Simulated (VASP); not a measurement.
# MoS2 (P6_3/mmc) in VASP: single point with PBE

Aim: the single point of MoS2 with PBE.

Everything below comes from runs of VASP 6.6.1. Logs are shortened: lines on timing, memory, paths and dates and some standing lists are left out, and cuts for length are marked.

## 1. The cell of the first run

It takes space group P6_3/mmc (No. 194, hexagonal). Conventional cell: a = 3.161 Å, b = 3.161 Å, c = 12.295 Å, α = 90.00°, β = 90.00°, γ = 120.00°. Mo (site symmetry -6m2) has 6 S at 2.37 Å within 3.1 Å. Within 3.1 Å of S (site symmetry 3m) lie 3 Mo at 2.37 Å and 1 S at 3.01 Å.

## 2. Single point, PBE, collinear spin, zero start

Input file INCAR:

```
  PREC = Accurate
  ENCUT = 520
  EDIFF = 1E-6
  ISMEAR = 0
  SIGMA = 0.05
  LREAL = False
  LASPH = True
  NELM = 150
  ALGO = Normal
  ISIF = 2
  LWAVE = False
  LCHARG = False
  ISPIN = 2
  MAGMOM = 0 0 0 0 0 0
  LORBIT = 11
  LMAXMIX = 4
  GGA = PE
  NBANDS = 39
```

Input file KPOINTS:

```
Automatic mesh
0
Gamma
  7 7 2
```

Input file POSCAR:

```
MoS2
1.0
    3.1610015200      0.0000000000      0.0000000000
   -1.5805007600      2.7375076200      0.0000000000
    0.0000000000      0.0000000000     12.2949997000
Mo S
2 4
Direct
    0.3333333333      0.6666666667      0.2500000000
    0.6666666667      0.3333333333      0.7500000000
    0.3333333333      0.6666666667      0.6275000000
    0.6666666667      0.3333333333      0.1275000000
    0.3333333333      0.6666666667      0.8725000000
    0.6666666667      0.3333333333      0.3725000000
```

Potentials or basis: VASP PAW PBE potentials, release 64 (Mo_sv, S).

On the command line:

```bash
$ cat potpaw_PBE.64/Mo_sv/POTCAR potpaw_PBE.64/S/POTCAR > POTCAR
$ mpirun -np 1 vasp_std > vasp.out
```

OUTCAR:

```text
PREC = Accurate
   ENCUT = 520
   EDIFF = 1E-6
   ISMEAR = 0
   LREAL = False
   LASPH = True
   NELM = 150
   ISIF = 2
   ISPIN = 2
   LORBIT = 11
   GGA = PE

 ion  position               nearest neighbor table
   1  0.333  0.667  0.250-   4 2.37   6 2.37   4 2.37   6 2.37   4 2.37   6 2.37
   2  0.667  0.333  0.750-   3 2.37   5 2.37   3 2.37   5 2.37   3 2.37   5 2.37
   3  0.333  0.667  0.627-   2 2.37   2 2.37   2 2.37
   4  0.667  0.333  0.127-   1 2.37   1 2.37   1 2.37
   5  0.333  0.667  0.873-   2 2.37   2 2.37   2 2.37
   6  0.667  0.333  0.373-   1 2.37   1 2.37   1 2.37

  LATTYP: Found a hexagonal cell.
 ALAT       =     3.1610015200
 C/A-ratio  =     3.8895899360

  Lattice vectors:

 A1 = (   3.1610015200,   0.0000000000,   0.0000000000)
 A2 = (  -1.5805007600,   2.7375076200,   0.0000000000)
 A3 = (   0.0000000000,   0.0000000000,  12.2949997000)

Analysis of symmetry for initial positions (statically):
=====================================================================
 Subroutine PRICEL returns:
 Original cell was already a primitive cell.

 Routine SETGRP: Setting up the symmetry group for a
 hexagonal supercell.

 Subroutine GETGRP returns: Found 24 space group operations
 (whereof 12 operations were pure point group operations)
 out of a pool of 24 trial point group operations.

The static configuration has the point symmetry D_3d.
 The point group associated with its full space group is D_6h.

Analysis of symmetry for dynamics (positions and initial velocities):
=====================================================================
 Subroutine PRICEL returns:
 Original cell was already a primitive cell.

 Routine SETGRP: Setting up the symmetry group for a
 hexagonal supercell.

 Subroutine GETGRP returns: Found 24 space group operations
 (whereof 12 operations were pure point group operations)
 out of a pool of 24 trial point group operations.

The dynamic configuration has the point symmetry D_3d.
 The point group associated with its full space group is D_6h.

Analysis of structural, dynamic, and magnetic symmetry:
=====================================================================
 Subroutine PRICEL returns:
 Original cell was already a primitive cell.

 Routine SETGRP: Setting up the symmetry group for a
 hexagonal supercell.

 Subroutine GETGRP returns: Found 24 space group operations
 (whereof 12 operations were pure point group operations)
 out of a pool of 24 trial point group operations.

The overall configuration has the point symmetry D_3d.
 The point group associated with its full space group is D_6h.

 Subroutine INISYM returns: Found 24 space group operations
 (whereof 12 operations are pure point group operations),
 and found     1 'primitive' translations

----------------------------------------------------------------------------------------

                                     Primitive cell

  volume of cell :     106.3919

  direct lattice vectors                    reciprocal lattice vectors
     3.161001520  0.000000000  0.000000000     0.316355432  0.182647893  0.000000000
    -1.580500760  2.737507620  0.000000000     0.000000000  0.365295787  0.000000000
     0.000000000  0.000000000 12.294999700     0.000000000  0.000000000  0.081333878

  length of vectors
     3.161001520  3.161001522 12.294999700     0.365295787  0.365295787  0.081333878

  position of ions in fractional coordinates (direct lattice)
     0.333333333  0.666666667  0.250000000
     0.666666667  0.333333333  0.750000000
     0.333333333  0.666666667  0.627500000
     0.666666667  0.333333333  0.127500000
     0.333333333  0.666666667  0.872500000
     0.666666667  0.333333333  0.372500000

  ion indices of the primitive-cell ions
   primitive index   ion index
                 1           1
                 2           2
                 3           3
                 4           4
                 5           5
                 6           6

----------------------------------------------------------------------------------------

[... 30 lines left out ...]
  0.142857  0.142857  0.000000      6.000000
  0.285714  0.142857  0.000000     12.000000
[... 8 lines left out ...]
  0.428571  0.142857  0.500000      6.000000
  0.285714  0.285714  0.500000      6.000000
   k-points           NKPTS =     16   k-points in BZ     NKDIM =     16   number of bands    NBANDS=     39
   number of dos      NEDOS =    301   number of ions     NIONS =      6
   total plane-waves  NPLWV =  55296
   dimension x,y,z NGX =    24 NGY =   24 NGZ =   96
   dimension x,y,z NGXF=    48 NGYF=   48 NGZF=  192
   ions per type =               2   4
   NGX,Y,Z   is equivalent  to a cutoff of  12.62, 12.62, 12.98 a.u.
   NGXF,Y,Z  is equivalent  to a cutoff of  25.24, 25.24, 25.96 a.u.
 SYSTEM =  unknown system
   PREC   = accura    normal or accurate (medium, high low for compatibility)
   ISTART =      0    job   : 0-new  1-cont  2-samecut
   ICHARG =      2    charge: 1-file 2-atom 10-const
   ISPIN  =      2    spin polarized calculation?
   LNONCOLLINEAR =      F non collinear calculations
   LSORBIT =      F    spin-orbit coupling
   LASPH  =      T    aspherical Exc in radial PAW
   ENCUT  =  520.0 eV  38.22 Ry    6.18 a.u.   5.88  5.88 22.86*2*pi/ulx,y,z
   NELM   =    150;   NELMIN=  2; NELMDL= -5     # of ELM steps
   EDIFF  = 0.1E-05   stopping-criterion for ELM
   LREAL  =      F    real-space projection
   EDIFFG = 0.1E-04   stopping-criterion for IOM
   NSW    =      0    number of steps for IOM
   IBRION =     -1    ionic relax: 0-MD 1-quasi-New 2-CG
   NFREE  =      0    steps in history (QN), initial steepest desc. (CG)
   ISIF   =      2    stress and relaxation
   ISYM   =      2    0-nonsym 1-usesym 2-fastsym
   POTIM  = 0.5000    time-step for ionic-motion
   TEBEG  =    0.0;   TEEND  =   0.0 temperature during run
   PSTRESS=    0.0 pullay stress
   NELECT =      52.0000    total number of electrons
   NUPDOWN=      -1.0000    fix difference up-down
   EMIN   =  10.00;   EMAX   =-10.00  energy-range for DOS
   EFERMI =   0.00;   METHOD = LEGACY
   ISMEAR =     0;   SIGMA  =   0.05  broadening in eV -4-tet -1-fermi 0-gaus
   EFERMI_NEDOS =   21; number of points for ismear=-14 and -15
   IALGO  =     38    algorithm
   IMIX   =      4    mixing-type and parameters
     AMIX     =   0.40;   BMIX     =  1.00
     AMIX_MAG =   1.60;   BMIX_MAG =  1.00
  volume/ion in A,a.u.               =      17.73       119.66
  Fermi-wavevector in a.u.,A,eV,Ry     =   1.289555  2.436905 22.625825  1.662951
  Thomas-Fermi vector in A             =   2.421440
   LORBIT       =     11    0 simple, 1 ext, 2 COOP (PROOUT), +10 PAW based schemes
   GGA     = PE    functional components
   LHFCALC =     F    Hartree Fock is set to
   AEXX    =    0.0000 exact exchange contribution
   IVDW    =     0    specifies the selected vdW correction
   LEPSILON=     F    determine dielectric tensor
   LRPA    =     F    only Hartree local field effects (RPA)
 spin polarized calculation
 Gauss-broadening in eV      SIGMA  =   0.05
  energy-cutoff  :      520.00
  volume of cell :      106.39
 maximum number of plane-waves:      2894
 NGX is ok and might be reduce to    24
   NGX = 11   NGY = 11   NGZ = 45

 number of electron      51.9999998 magnetization       0.0000000

 Free energy of the ion-electron system (eV)
  ---------------------------------------------------
  ext. energy  EPLUGINS =         0.00000000
  ---------------------------------------------------
  free energy    TOTEN  =       -43.46915422 eV

  energy without entropy =      -43.46915422  energy(sigma->0) =      -43.46915422

 E-fermi :   7.9482     XC(G=0): -10.7815

 val. band max:        7.7359640391   @ k =   0.0000   0.0000   0.0000
 cond. band min:       8.7373526626   @ k =   0.2857   0.2857   0.0000
 fundamental gap:      1.0013886235
 Fermi energy:         7.9481696044

 spin component 1

 k-point     1 :       0.0000    0.0000    0.0000
  band No.  band energies     occupation
      1     -53.9114      1.00000
      2     -53.9114      1.00000
      3     -28.0847      1.00000
      4     -28.0846      1.00000
      5     -27.8709      1.00000
      6     -27.8709      1.00000
[... 645 lines left out ...]
     37      15.3586      0.00000
     38      15.3586      0.00000
 Fermi energy:         7.9481696044

 spin component 2

 k-point     1 :       0.0000    0.0000    0.0000
  band No.  band energies     occupation
      1     -53.9114      1.00000
      2     -53.9114      1.00000
      3     -28.0847      1.00000
      4     -28.0846      1.00000
      5     -27.8709      1.00000
      6     -27.8709      1.00000
[... 645 lines left out ...]
     37      15.3586      0.00000
     38      15.3586      0.00000
 [bands above 38 left out]

------------------------ aborting loop because EDIFF is reached ----------------------------------------

  FORCE on cell =-STRESS in cart. coord.  units (eV):
  Direction    XX          YY          ZZ          XY          YZ          ZX
  --------------------------------------------------------------------------------------
  -------------------------------------------------------------------------------------
  Total        4.3318610      4.3318610      8.6928804      0.0000000     -0.0000000     -0.0000000
  in kB       65.2343793     65.2343794    130.9078597      0.0000000     -0.0000000     -0.0000000
  external PRESSURE =      87.1255395 kB  Pullay stress =       0.0000000 kB

 VOLUME and BASIS-vectors are now :
 -----------------------------------------------------------------------------
  energy-cutoff  :      520.00
  volume of cell :      106.39
      direct lattice vectors                 reciprocal lattice vectors
     3.161001520  0.000000000  0.000000000     0.316355432  0.182647893  0.000000000
    -1.580500760  2.737507620  0.000000000     0.000000000  0.365295787  0.000000000
     0.000000000  0.000000000 12.294999700     0.000000000  0.000000000  0.081333878

 POSITION                                       TOTAL-FORCE (eV/Angst)
 -----------------------------------------------------------------------------------
     -0.00000      1.82501      3.07375         0.000000     -0.000000     -0.000000
      1.58050      0.91250      9.22125        -0.000000      0.000000     -0.000000
     -0.00000      1.82501      7.71511         0.000000     -0.000000     -1.196552
      1.58050      0.91250      1.56761         0.000000      0.000000     -1.196552
     -0.00000      1.82501     10.72739         0.000000     -0.000000      1.196552
      1.58050      0.91250      4.57989        -0.000000      0.000000      1.196552
 -----------------------------------------------------------------------------------
    total drift:                               -0.000000      0.000000     -0.000000

  FREE ENERGIE OF THE ION-ELECTRON SYSTEM (eV)
  ---------------------------------------------------
  free  energy   TOTEN  =       -43.4691542152 eV

  energy  without entropy=      -43.4691542152  energy(sigma->0) =      -43.46915422

 total charge

# of ion       s       p       d       tot
------------------------------------------
    1        2.305   6.240   4.026  12.571
    2        2.305   6.240   4.026  12.571
    3        1.364   2.367   0.000   3.731
    4        1.364   2.367   0.000   3.731
    5        1.364   2.367   0.000   3.731
    6        1.364   2.367   0.000   3.731
--------------------------------------------------
tot         10.065  21.950   8.052  40.067

 magnetization (x)

# of ion       s       p       d       tot
------------------------------------------
    1        0.000  -0.000   0.000   0.000
    2        0.000  -0.000   0.000   0.000
    3        0.000   0.000   0.000   0.000
    4        0.000   0.000   0.000   0.000
    5        0.000   0.000   0.000   0.000
    6        0.000   0.000   0.000   0.000
--------------------------------------------------
tot          0.000   0.000   0.000   0.000
```

It took 54 s on 1 thread of Intel Xeon 6975P-C (Granite Rapids), shared host; peak memory 0.31 GiB.

Results:

| Property | Result |
| --- | --- |
| Free energy | -43.4692 eV |
| Pressure | 8.7 GPa |
| Largest force | 1.197 eV/Å |
| Band gap on the k mesh | 1.00 eV, indirect (least direct gap 1.99 eV) |
| Net moment | 0.00 μB per cell |
| Valence electrons inside the program's atomic spheres | Mo 12.57; S 3.73 |

Forces on the atoms (eV/Å):
```
Mo   0.000  0.000  0.000
Mo   0.000  0.000  0.000
S    0.000  0.000 -1.197
S    0.000  0.000 -1.197
S    0.000  0.000  1.197
S    0.000  0.000  1.197
```

Stress tensor (GPa, compression positive):
```
 6.52  0.00  0.00
 0.00  6.52  0.00
 0.00  0.00 13.09
```

Caveat: this functional lacks dispersion, which binds the layers, so the pressure and a relaxed spacing across them are unreliable; forces of over 1 eV/Å act on the atoms, so gaps and moduli don't describe the material at rest. A k mesh can miss the band edges.
